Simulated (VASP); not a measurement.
A run of VASP 6.6.1:

File INCAR:

```
SYSTEM = Mg
ALGO = Normal ; EDIFF = 1E-7
ENCUT = 520 ; GGA = CA
ISIF = 2 ; ISMEAR = 0
LASPH = .TRUE. ; LCHARG = .FALSE.
LREAL = .FALSE. ; LWAVE = .FALSE.
NBANDS = 7 ; NELM = 80
PREC = Accurate ; SIGMA = 0.15
```

KPOINTS

```
k-points
0
G
  18 18 16
  0 0 0
```

File POSCAR:

```
Mg
1.0
    3.0045453035      0.0000000000      0.0000000000
   -1.5022726518      2.6020125596      0.0000000000
    0.0000000000      0.0000000000      2.9534924429
Mg
1
Direct
    0.0000000000      0.0000000000      0.0000000000
```

Potentials or basis: VASP PAW LDA potentials, release 64 (Mg).

Command:

```bash
$ cat potpaw_LDA.64/Mg/POTCAR > POTCAR
$ mpirun -np 1 vasp_std > vasp.out
```

Hardware: 1 thread of AMD EPYC 7R13, with other jobs on the host.

Problem. How long does it take, and how much memory?

Solution. Wall time 42 s on 1 thread of AMD EPYC 7R13, on a shared host, peak memory 0.14 GiB. Counts: scf iterations 10, k points 333.
